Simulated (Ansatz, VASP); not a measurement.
**Two plane-wave programs on GaSe5**

```
CELL_PARAMETERS angstrom
3.52520 0.00000 0.00000
-1.76260 3.05291 0.00000
0.00000 0.00000 15.66087
ATOMIC_POSITIONS crystal
Ga 0.00000 0.00000 0.00000
Se 0.66667 0.33333 0.89399
Se 0.00000 0.00000 0.61486
Se 0.66667 0.33333 0.50000
Se 0.00000 0.00000 0.38514
Se 0.66667 0.33333 0.10601
```

Change from the starting cell: species swapped into the Mg5Cd type (P-6m2, No. 187).

Alike in both runs: functional PBE; k mesh 6 × 6 × 1; occupations gaussian, width 0.1 eV; no spin polarisation.

Ansatz relaxed the structure, and its values are those at the end. VASP's run is a single point on that final structure, the one shown.

|  | VASP | Ansatz |
| --- | --- | --- |
| version | VASP 6.6.1 | Ansatz 0.2.0 |
| potentials or method | VASP PAW PBE potentials, release 64 (Ga_d, Se), cutoff 520 eV | scalar-relativistic, plane waves, PAW |
| valence electrons in the cell | 43 | 93 |

```csv
,VASP,Ansatz,Ansatz less VASP
gap on the k mesh at the Fermi level (eV),none,none,-
pressure (GPa),0.1,0.0,-0.07
rms of the force components (eV/Å),0.010,0.003,-0.0068
```

A gap of «none» marks a metal or a gap that the smearing closes. The functional is the same, so the differences come from potentials, cutoffs and numerics. VASP's potentials hold 43 valence electrons a cell and Ansatz's 93, so a difference there can come from the potentials and not from the codes.

The k mesh is coarse, so the values compare programs but aren't converged.
